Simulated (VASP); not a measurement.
Ta: electric field gradients with PBE

Crystal: Ta.

```
Ta
1.0
    -1.61786    1.61786    1.61786
     1.61786   -1.61786    1.61786
     1.61786    1.61786   -1.61786
Ta
1
Cartesian
  0.0000 0.0000 0.0000
```

This cell differs from its parent crystal: volume scaled by 0.9405.

```yaml
Program: VASP 6.6.1
Task: electric field gradients
Functional: PBE
Potentials_or_basis: VASP PAW PBE potentials, release 64 (Ta_pv)
Cutoff: 520 eV
k_mesh: 17 × 17 × 17
Occupations: fermi-dirac, width 0.08 eV
Spin: no spin polarisation
Dipole_correction: no
Further_INCAR_settings: ALGO = Normal; EDIFF = 1e-08; NBANDS = 12
```

```yaml
Pressure: 17.7 GPa
```

Levels at points of the mesh, in eV from the Fermi level:
| k point | band 1 | band 2 | band 3 | band 4 | band 5 | band 6 | band 7 | band 8 | band 9 | band 10 |
| --- | --- | --- | --- | --- | --- | --- | --- | --- | --- | --- |
| (0.00, 0.00, 0.00) | -32.81 | -32.81 | -32.81 | -8.14 | 0.74 | 0.74 | 0.74 | 4.24 | 4.24 | 14.92 |

Run time: 54 s on 1 thread of AMD EPYC 7R43 64-Core Processor (Zen 3), with other jobs on the host, peak memory 0.13 GiB.

Caveat: without QUAD_EFG the Cq values of the log hold for a quadrupole moment of 1 mb, not for the nuclei; spin-orbit coupling is left out, which moves the levels of the heavy elements.
